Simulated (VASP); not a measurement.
Here is a VASP 6.6.1 calculation.

File INCAR:

```
SYSTEM = Ni
ALGO     = Fast           ! electronic algorithm
EDIFF    = 1E-8           ! SCF threshold, eV
ENCUT    = 520            ! plane-wave cutoff, eV
GGA      = PE             ! functional
ISIF     = 2              ! what is computed and relaxed
ISMEAR   = 0              ! smearing method
ISPIN    = 2              ! spin polarisation
LASPH    = .True.         ! aspherical terms in the spheres
LCHARG   = .False.        ! write CHGCAR
LEFG     = .True.       
LMAXMIX  = 4              ! l up to which the mixer works
LORBIT   = 11             ! projections on sites
LREAL    = .False.        ! projectors in reciprocal space
LWAVE    = .False.        ! write WAVECAR
MAGMOM   = 0.76           ! initial moments
NBANDS   = 15             ! bands
NELM     = 150            ! most SCF steps
PREC     = Accurate       ! precision mode
SIGMA    = 0.05           ! smearing width, eV
```

Contents of KPOINTS:

```
k-points
0
Gamma
  22 22 22
  0 0 0
```

File POSCAR:

```
Ni
1.0
    0.0000000000      1.7593096198      1.7593096198
    1.7593096198      0.0000000000      1.7593096198
    1.7593096198      1.7593096198      0.0000000000
Ni
1
Direct
    0.0000000000      0.0000000000      0.0000000000
```

Potentials or basis: VASP PAW PBE potentials, release 64 (Ni).

The run is started by

```bash
$ cat potpaw_PBE.64/Ni/POTCAR > POTCAR
$ mpirun -np 1 vasp_std > vasp.out
```

Estimate the site moments.

Ni +0.66 μB.

Estimate the pressure.

0.0 GPa.
